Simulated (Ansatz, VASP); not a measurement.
**Two plane-wave programs on Ga3P2N**

Contents of POSCAR:

```
Ga3P2N
1.0
    3.6482448559      0.0000000000      0.0000000000
   -1.8241224279      3.1594727244      0.0000000000
    0.0000000000      0.0000000000      8.9509508718
N P Ga
1 2 3
Direct
    0.0000000000      0.0000000000     -0.0025891168
    0.3333333333      0.6666666667      0.3195288232
    0.6666666667      0.3333333333      0.6786553284
    0.3333333333      0.6666666667      0.0574044970
    0.6666666667      0.3333333333      0.4178785768
    0.0000000000      0.0000000000      0.7791218912
```

INCAR.step1

```
SYSTEM = Ga3P2N
ALGO     = Normal         ! electronic algorithm
EDIFF    = 1E-4           ! SCF threshold, eV
ENCUT    = 520            ! plane-wave cutoff, eV
GGA      = PE             ! functional
ISMEAR   = -1             ! smearing method
LASPH    = .TRUE.         ! aspherical terms in the spheres
LCHARG   = .FALSE.        ! write CHGCAR
LREAL    = .FALSE.        ! projectors in reciprocal space
LWAVE    = .TRUE.         ! write WAVECAR
NBANDS   = 36             ! bands
NELM     = 100            ! most SCF steps
PREC     = Accurate       ! precision mode
SIGMA    = 0.02           ! smearing width, eV
```

INCAR.step2

```
SYSTEM = Ga3P2N
ALGO     = Normal         ! electronic algorithm
EDIFF    = 1E-6           ! SCF threshold, eV
ENCUT    = 520            ! plane-wave cutoff, eV
ISIF     = 2              ! what is computed and relaxed
ISMEAR   = -1             ! smearing method
ISTART   = 1            
LASPH    = .TRUE.         ! aspherical terms in the spheres
LCHARG   = .FALSE.        ! write CHGCAR
LMIXTAU  = .TRUE.       
LREAL    = .FALSE.        ! projectors in reciprocal space
LWAVE    = .FALSE.        ! write WAVECAR
METAGGA  = R2SCAN         ! meta-GGA
NBANDS   = 36             ! bands
NELM     = 100            ! most SCF steps
PREC     = Accurate       ! precision mode
SIGMA    = 0.02           ! smearing width, eV
```

Contents of KPOINTS:

```
k-points
0
G
  12 12 4
  0 0 0
```

Input for Ansatz:

```yaml
crystal:
  lattice:
    - [3.6482448559, 0.0, 0.0]
    - [-1.8241224279, 3.1594727244, 0.0]
    - [0.0, 0.0, 8.9509508718]
  atoms:
    - { symbol: "N", position: [0.0, 0.0, -0.0025891168] }
    - { symbol: P, position: [0.3333333333, 0.6666666667, 0.3195288232] }
    - { symbol: P, position: [0.6666666667, 0.3333333333, 0.6786553284] }
    - { symbol: Ga, position: [0.3333333333, 0.6666666667, 0.057404497] }
    - { symbol: Ga, position: [0.6666666667, 0.3333333333, 0.4178785768] }
    - { symbol: Ga, position: [0.0, 0.0, 0.7791218912] }
kpoints:
  mp_grid: { grid: [12, 12, 4] }
  band_path:
    path:
      - [0.0, 0.0, 0.0]
      - [0.5, 0.0, 0.0]
      - [0.3333333333, 0.3333333333, 0.0]
      - [0.0, 0.0, 0.5]
      - [0.5, 0.0, 0.5]
      - [0.3333333333, 0.3333333333, 0.5]
      - [0.0, 0.0833333333, 0.0]
    npoints: 1
hamiltonian:
  xc: r2scan
scf:
  occupations: { method: fermi_dirac, width: 0.02 }
  n_extra_bands: 5
output:
  forces: true
  stress: true
  eigenvalues: true
```

Alike in both runs: task single point; functional r2SCAN; k mesh 12 × 12 × 4; occupations fermi-dirac, width 0.02 eV; no spin polarisation.

|  | VASP | Ansatz |
| --- | --- | --- |
| version | VASP 6.6.1 | Ansatz 0.2.0 |
| potentials or method | VASP PAW PBE potentials, release 64 (N, P, Ga_d) | plane waves, PAW |
| plane-wave cutoff (eV) | 520 | 500 |
| valence electrons in the cell | 54 | 54 |

```tsv
	VASP	Ansatz	Ansatz less VASP
pressure (GPa)	0.1	0.0	-0.10
traceless stress, the component that is largest in VASP (GPa)	0.08	0.00	-0.076
rms of the force components (eV/Å)	0.021	0.001	-0.0206
```

VASP's potentials were made for PBE, not for r2SCAN. Atom by atom the forces differ by 0.021 eV/Å (rms over components). The functional is the same, so the differences come from potentials, cutoffs and numerics.
